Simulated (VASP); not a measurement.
# TaGaMo3 (Pm-3m) in VASP: relaxation of cell and atoms with PBE

Aim: the relaxation of cell and atoms of TaGaMo3 with PBE.

Everything below comes from runs of VASP 6.6.1. Logs are shortened: lines on timing, memory, paths and dates and some standing lists are left out, and cuts for length are marked.

## (1) The cell of the first run

It takes space group Pm-3m (No. 221, cubic). Conventional cell: a = 4.552 Å, b = 4.552 Å, c = 4.552 Å, α = 90.00°, β = 90.00°, γ = 90.00°. Within 4.2 Å of Ta (site symmetry m-3m) lie 12 Mo at 3.22 Å and 8 Ga at 3.94 Å. Within 3.0 Å of Ga (site symmetry m-3m) lie 6 Mo at 2.28 Å. Within 3.0 Å of Mo (site symmetry 4/mmm) lie 2 Ga at 2.28 Å.

The cell was built from a structure type or drawn by symmetry, and may not be a known phase.

## (2) Relaxation of cell and atoms, PBE

The input, INCAR:

```
SYSTEM = TaGaMo3
  PREC = Accurate
  ENCUT = 600
  EDIFF = 1E-6
  ISMEAR = 0
  SIGMA = 0.1
  LREAL = .False.
  LASPH = .True.
  NELM = 80
  ALGO = Fast
  ISIF = 3
  LWAVE = .False.
  LCHARG = .False.
  GGA = PE
  IBRION = 2
  NSW = 100
  EDIFFG = -0.01
```

The input, KPOINTS:

```
Automatic mesh
0
Gamma
  8 8 8
  0 0 0
```

The input, POSCAR:

```
TaGaMo3
1.0
    4.5520330003      0.0000000000      0.0000000000
    0.0000000000      4.5520330003      0.0000000000
    0.0000000000      0.0000000000      4.5520330003
Ta Ga Mo
1 1 3
Direct
    0.0000000000      0.0000000000      0.0000000000
    0.5000000000      0.5000000000      0.5000000000
    0.0000000000      0.5000000000      0.5000000000
    0.5000000000      0.0000000000      0.5000000000
    0.5000000000      0.5000000000      0.0000000000
```

Potentials or basis: VASP PAW PBE potentials, release 64 (Ta_pv, Ga_d, Mo_sv).

The run is started by

```console
cat potpaw_PBE.64/Ta_pv/POTCAR potpaw_PBE.64/Ga_d/POTCAR potpaw_PBE.64/Mo_sv/POTCAR > POTCAR
mpirun -np 1 vasp_std > vasp.out
```

OUTCAR:

```text
SYSTEM = TaGaMo3
   PREC = Accurate
   ENCUT = 600
   EDIFF = 1E-6
   ISMEAR = 0
   LREAL = .False.
   LASPH = .True.
   NELM = 80
   ISIF = 3
   GGA = PE
   IBRION = 2
   NSW = 100
   EDIFFG = -0.01

 ion  position               nearest neighbor table
   1  0.000  0.000  0.000-   3 3.22   4 3.22   5 3.22   3 3.22   4 3.22   3 3.22   5 3.22   3 3.22
                             4 3.22   5 3.22   4 3.22   5 3.22
   2  0.500  0.500  0.500-   3 2.28   4 2.28   5 2.28   5 2.28   4 2.28   3 2.28
   3  0.000  0.500  0.500-   2 2.28   2 2.28   4 3.22   5 3.22   1 3.22   5 3.22   1 3.22   4 3.22
                             1 3.22   1 3.22   4 3.22   5 3.22   5 3.22   4 3.22
   4  0.500  0.000  0.500-   2 2.28   2 2.28   3 3.22   5 3.22   1 3.22   5 3.22   1 3.22   3 3.22
                             5 3.22   5 3.22   1 3.22   3 3.22   1 3.22   3 3.22
   5  0.500  0.500  0.000-   2 2.28   2 2.28   3 3.22   4 3.22   1 3.22   3 3.22   4 3.22   1 3.22
                             4 3.22   4 3.22   1 3.22   3 3.22   3 3.22   1 3.22

  LATTYP: Found a simple cubic cell.
 ALAT       =     4.5520330003

  Lattice vectors:

 A1 = (   4.5520330003,   0.0000000000,   0.0000000000)
 A2 = (   0.0000000000,   4.5520330003,   0.0000000000)
 A3 = (   0.0000000000,   0.0000000000,   4.5520330003)

Analysis of symmetry for initial positions (statically):
=====================================================================
 Subroutine PRICEL returns:
 Original cell was already a primitive cell.

 Routine SETGRP: Setting up the symmetry group for a
 simple cubic supercell.

 Subroutine GETGRP returns: Found 48 space group operations
 (whereof 48 operations were pure point group operations)
 out of a pool of 48 trial point group operations.

The static configuration has the point symmetry O_h .

Analysis of symmetry for dynamics (positions and initial velocities):
=====================================================================
 Subroutine PRICEL returns:
 Original cell was already a primitive cell.

 Routine SETGRP: Setting up the symmetry group for a
 simple cubic supercell.

 Subroutine GETGRP returns: Found 48 space group operations
 (whereof 48 operations were pure point group operations)
 out of a pool of 48 trial point group operations.

The dynamic configuration has the point symmetry O_h .

 Subroutine INISYM returns: Found 48 space group operations
 (whereof 48 operations are pure point group operations),
 and found     1 'primitive' translations

----------------------------------------------------------------------------------------

                                     Primitive cell

  volume of cell :      94.3227

  direct lattice vectors                    reciprocal lattice vectors
     4.552033000  0.000000000  0.000000000     0.219682063  0.000000000  0.000000000
     0.000000000  4.552033000  0.000000000     0.000000000  0.219682063  0.000000000
     0.000000000  0.000000000  4.552033000     0.000000000  0.000000000  0.219682063

  length of vectors
     4.552033000  4.552033000  4.552033000     0.219682063  0.219682063  0.219682063

  position of ions in fractional coordinates (direct lattice)
     0.000000000  0.000000000  0.000000000
     0.500000000  0.500000000  0.500000000
     0.000000000  0.500000000  0.500000000
     0.500000000  0.000000000  0.500000000
     0.500000000  0.500000000  0.000000000

  ion indices of the primitive-cell ions
   primitive index   ion index
                 1           1
                 2           2
                 3           3
                 4           4
                 5           5

----------------------------------------------------------------------------------------

 KPOINTS: Automatic mesh

Automatic generation of k-mesh.
 Grid dimensions read from file:
 generate k-points for:    8    8    8

 Generating k-lattice:

  Cartesian coordinates                     Fractional coordinates (reciprocal lattice)
     0.027460258  0.000000000  0.000000000     0.125000000  0.000000000  0.000000000
     0.000000000  0.027460258  0.000000000     0.000000000  0.125000000  0.000000000
     0.000000000  0.000000000  0.027460258     0.000000000  0.000000000  0.125000000

  Length of vectors
     0.027460258  0.027460258  0.027460258

  Shift w.r.t. Gamma in fractional coordinates (k-lattice)
     0.000000000  0.000000000  0.000000000

 Subroutine IBZKPT returns following result:
 ===========================================

 Found     35 irreducible k-points:

 Following reciprocal coordinates:
            Coordinates               Weight
  0.000000  0.000000  0.000000      1.000000
  0.125000  0.000000  0.000000      6.000000
  0.250000  0.000000  0.000000      6.000000
  0.375000  0.000000  0.000000      6.000000
  0.500000  0.000000  0.000000      3.000000
  0.125000  0.125000  0.000000     12.000000
[... 16 lines left out ...]
  0.375000  0.375000  0.125000     24.000000
  0.500000  0.375000  0.125000     24.000000
 [... further k-points ...]
   k-points           NKPTS =     35   k-points in BZ     NKDIM =     35   number of bands    NBANDS=     39
   number of dos      NEDOS =    301   number of ions     NIONS =      5
   total plane-waves  NPLWV =  46656
   dimension x,y,z NGX =    36 NGY =   36 NGZ =   36
   dimension x,y,z NGXF=    72 NGYF=   72 NGZF=   72
   ions per type =               1   1   3
   NGX,Y,Z   is equivalent  to a cutoff of  13.15, 13.15, 13.15 a.u.
   NGXF,Y,Z  is equivalent  to a cutoff of  26.30, 26.30, 26.30 a.u.
 SYSTEM =  TaGaMo3
   PREC   = accura    normal or accurate (medium, high low for compatibility)
   ISTART =      0    job   : 0-new  1-cont  2-samecut
   ICHARG =      2    charge: 1-file 2-atom 10-const
   ISPIN  =      1    spin polarized calculation?
   LNONCOLLINEAR =      F non collinear calculations
   LSORBIT =      F    spin-orbit coupling
   LASPH  =      T    aspherical Exc in radial PAW
   ENCUT  =  600.0 eV  44.10 Ry    6.64 a.u.   9.09  9.09  9.09*2*pi/ulx,y,z
   NELM   =     80;   NELMIN=  2; NELMDL= -5     # of ELM steps
   EDIFF  = 0.1E-05   stopping-criterion for ELM
   LREAL  =      F    real-space projection
   EDIFFG = -.1E-01   stopping-criterion for IOM
   NSW    =    100    number of steps for IOM
   IBRION =      2    ionic relax: 0-MD 1-quasi-New 2-CG
   NFREE  =      1    steps in history (QN), initial steepest desc. (CG)
   ISIF   =      3    stress and relaxation
   ISYM   =      2    0-nonsym 1-usesym 2-fastsym
   POTIM  = 0.5000    time-step for ionic-motion
   TEBEG  =    0.0;   TEEND  =   0.0 temperature during run
   PSTRESS=    0.0 pullay stress
   NELECT =      66.0000    total number of electrons
   NUPDOWN=      -1.0000    fix difference up-down
   EMIN   =  10.00;   EMAX   =-10.00  energy-range for DOS
   EFERMI =   0.00;   METHOD = LEGACY
   ISMEAR =     0;   SIGMA  =   0.10  broadening in eV -4-tet -1-fermi 0-gaus
   EFERMI_NEDOS =   21; number of points for ismear=-14 and -15
   IALGO  =     68    algorithm
   IMIX   =      4    mixing-type and parameters
     AMIX     =   0.40;   BMIX     =  1.00
     AMIX_MAG =   1.60;   BMIX_MAG =  1.00
  volume/ion in A,a.u.               =      18.86       127.30
  Fermi-wavevector in a.u.,A,eV,Ry     =   1.453396  2.746521 28.740417  2.112361
  Thomas-Fermi vector in A             =   2.570668
   LORBIT       =      0    0 simple, 1 ext, 2 COOP (PROOUT), +10 PAW based schemes
   GGA     = PE    functional components
   LHFCALC =     F    Hartree Fock is set to
   AEXX    =    0.0000 exact exchange contribution
   IVDW    =     0    specifies the selected vdW correction
   LEPSILON=     F    determine dielectric tensor
   LRPA    =     F    only Hartree local field effects (RPA)
 conjugate gradient relaxation of ions
 non-spin polarized calculation
 RMM-DIIS sequential band-by-band and
 Gauss-broadening in eV      SIGMA  =   0.10
  energy-cutoff  :      600.00
  volume of cell :       94.32
 maximum number of plane-waves:      3178
   NGX = 19   NGY = 19   NGZ = 19

--------------------------------------- Ionic step        1  -------------------------------------------

 number of electron      66.0000033 magnetization

 Free energy of the ion-electron system (eV)
  ---------------------------------------------------
  ext. energy  EPLUGINS =         0.00000000
  ---------------------------------------------------
  free energy    TOTEN  =       -40.44641150 eV

  energy without entropy =      -40.40898932  energy(sigma->0) =      -40.42770041

------------------------ aborting loop because EDIFF is reached ----------------------------------------

  FORCE on cell =-STRESS in cart. coord.  units (eV):
  Direction    XX          YY          ZZ          XY          YZ          ZX
  --------------------------------------------------------------------------------------
  -------------------------------------------------------------------------------------
  Total        0.3252964      0.3252964      0.3252964      0.0000000     -0.0000000     -0.0000000
  in kB        5.5255258      5.5255258      5.5255258      0.0000000     -0.0000000     -0.0000000
  external PRESSURE =       5.5255258 kB  Pullay stress =       0.0000000 kB

 VOLUME and BASIS-vectors are now :
 -----------------------------------------------------------------------------
  energy-cutoff  :      600.00
  volume of cell :       94.32
      direct lattice vectors                 reciprocal lattice vectors
     4.552033000  0.000000000  0.000000000     0.219682063  0.000000000  0.000000000
     0.000000000  4.552033000  0.000000000     0.000000000  0.219682063  0.000000000
     0.000000000  0.000000000  4.552033000     0.000000000  0.000000000  0.219682063
[... 40 lines left out ...]
 POSITION                                       TOTAL-FORCE (eV/Angst)
 -----------------------------------------------------------------------------------
      0.00000      0.00000      0.00000        -0.000000      0.000000      0.000000
      2.28316      2.28316      2.28316         0.000000     -0.000000      0.000000
      0.00000      2.28316      2.28316         0.000000     -0.000000      0.000000
      2.28316     -0.00000      2.28316         0.000000     -0.000000      0.000000
      2.28316      2.28316     -0.00000        -0.000000      0.000000      0.000000
 -----------------------------------------------------------------------------------
    total drift:                                0.000000      0.000000      0.000000

  FREE ENERGIE OF THE ION-ELECTRON SYSTEM (eV)
  ---------------------------------------------------
  free  energy   TOTEN  =       -40.4451363740 eV

  energy  without entropy=      -40.4071373327  energy(sigma->0) =      -40.42613685

--------------------------------------- Ionic step        3  -------------------------------------------

 number of electron      66.0000032 magnetization

 Free energy of the ion-electron system (eV)
  ---------------------------------------------------
  ext. energy  EPLUGINS =         0.00000000
  ---------------------------------------------------
  free energy    TOTEN  =       -40.44695015 eV

  energy without entropy =      -40.40931978  energy(sigma->0) =      -40.42813496

 E-fermi :   7.5772     XC(G=0): -11.9956

 val. band max:        7.5688772015   @ k =   0.3750   0.3750   0.2500
 cond. band min:       7.5792140940   @ k =   0.5000   0.3750   0.3750
 fundamental gap:      0.0103368925
 Fermi energy:         7.5772375754

 k-point     1 :       0.0000    0.0000    0.0000
  band No.  band energies     occupation
      1     -53.1990      2.00000
      2     -53.1509      2.00000
      3     -53.1509      2.00000
      4     -27.5307      2.00000
      5     -27.5307      2.00000
      6     -27.5307      2.00000
[... 997 lines left out ...]
     38       9.2397      0.00000
     39       9.3607      0.00000

 [... further k-points ...]

------------------------ aborting loop because EDIFF is reached ----------------------------------------

  FORCE on cell =-STRESS in cart. coord.  units (eV):
  Direction    XX          YY          ZZ          XY          YZ          ZX
  --------------------------------------------------------------------------------------
  -------------------------------------------------------------------------------------
  Total       -0.0107102     -0.0107102     -0.0107102     -0.0000000      0.0000000     -0.0000000
  in kB       -0.1813131     -0.1813131     -0.1813131     -0.0000000      0.0000000     -0.0000000
  external PRESSURE =      -0.1813131 kB  Pullay stress =       0.0000000 kB

 VOLUME and BASIS-vectors are now :
 -----------------------------------------------------------------------------
  energy-cutoff  :      600.00
  volume of cell :       94.64
      direct lattice vectors                 reciprocal lattice vectors
     4.557145255 -0.000000000 -0.000000000     0.219435621  0.000000000 -0.000000000
     0.000000000  4.557145255  0.000000000     0.000000000  0.219435621  0.000000000
     0.000000000 -0.000000000  4.557145255     0.000000000  0.000000000  0.219435621

 POSITION                                       TOTAL-FORCE (eV/Angst)
 -----------------------------------------------------------------------------------
      0.00000      0.00000      0.00000        -0.000000      0.000000      0.000000
      2.27857      2.27857      2.27857         0.000000     -0.000000      0.000000
      0.00000      2.27857      2.27857         0.000000     -0.000000      0.000000
      2.27857     -0.00000      2.27857         0.000000     -0.000000      0.000000
      2.27857      2.27857     -0.00000        -0.000000      0.000000      0.000000
 -----------------------------------------------------------------------------------
    total drift:                                0.000000      0.000000      0.000000

  FREE ENERGIE OF THE ION-ELECTRON SYSTEM (eV)
  ---------------------------------------------------
  free  energy   TOTEN  =       -40.4469501480 eV

  energy  without entropy=      -40.4093197769  energy(sigma->0) =      -40.42813496

 reached required accuracy - stopping structural energy minimisation
```

Wall time 11 min (1 thread of Intel Xeon 8259CL, shared host); peak memory 0.32 GiB.

What came out:

```yaml
Free_energy: -40.4470 eV
Relaxed_volume: 18.93 Å³/atom
Relaxed_cell: a = 4.557 Å, b = 4.557 Å, c = 4.557 Å, α = 90.00°, β = 90.00°, γ = 90.00°
Space_group_after_relaxing_to_0.1_Å: Pm-3m (No. 221)
Energy_gained_by_relaxing: 0.1 meV/atom
Ionic_steps: 3
Pressure_after_relaxing: 0.0 GPa
Band_gap_on_the_k_mesh: zero (bands 33 and 34 overlap by 1.16 eV)
```

The path:
| step | energy change (eV) | largest force (eV/Å) | pressure (GPa) | volume (Å³) |
| --- | --- | --- | --- | --- |
| 1 | 0.0000 | 0.0000 | 0.55 | 94.32 |
| 2 | 0.0013 | 0.0000 | -1.03 | 95.21 |
| 3 | -0.0005 | 0.0000 | -0.02 | 94.64 |

Final structure:
```xyz
5
Lattice="4.5571 0.0000 0.0000 0.0000 4.5571 0.0000 0.0000 0.0000 4.5571" Properties=species:S:1:pos:R:3 pbc="T T T"
Ta    0.0000    0.0000    0.0000
Ga    2.2786    2.2786    2.2786
Mo    0.0000    2.2786    2.2786
Mo    2.2786    0.0000    2.2786
Mo    2.2786    2.2786    0.0000
```

Caveat: spin-orbit coupling is left out, which moves the levels of the heavy elements.
